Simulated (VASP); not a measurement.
A run of VASP 6.6.1:

The input INCAR:

```
ALGO = Normal ; EDIFF = 1E-6
ENCUT = 600 ; GGA = PE
GGA_COMPAT = False ; ISIF = 2
ISMEAR = 0 ; LASPH = True
LCHARG = False ; LREAL = False
LWAVE = False ; NBANDS = 11
NELM = 120 ; PREC = Accurate
SIGMA = 0.02
```

File KPOINTS:

```
k-points
0
Gamma
  10 10 10
```

POSCAR

```
SiC
1.0
    0.0000000000      2.1898716576      2.1898716576
    2.1898716576      0.0000000000      2.1898716576
    2.1898716576      2.1898716576      0.0000000000
Si C
1 1
Direct
    0.0000000000      0.0000000000      0.0000000000
    0.2500000000      0.2500000000      0.2500000000
```

Potentials or basis: VASP PAW PBE potentials, release 64 (Si, C).

The run is started by

```bash
$ cat potpaw_PBE.64/Si/POTCAR potpaw_PBE.64/C/POTCAR > POTCAR
$ mpirun -np 1 vasp_std > vasp.out
```

Hardware: 1 thread of Intel Xeon 8259CL, with other jobs on the host.

How long does it take, and how much memory?

It took 29 s on 1 thread of Intel Xeon 8259CL (shared host), peak memory 0.15 GiB. Counts: scf iterations 12, k points 47.
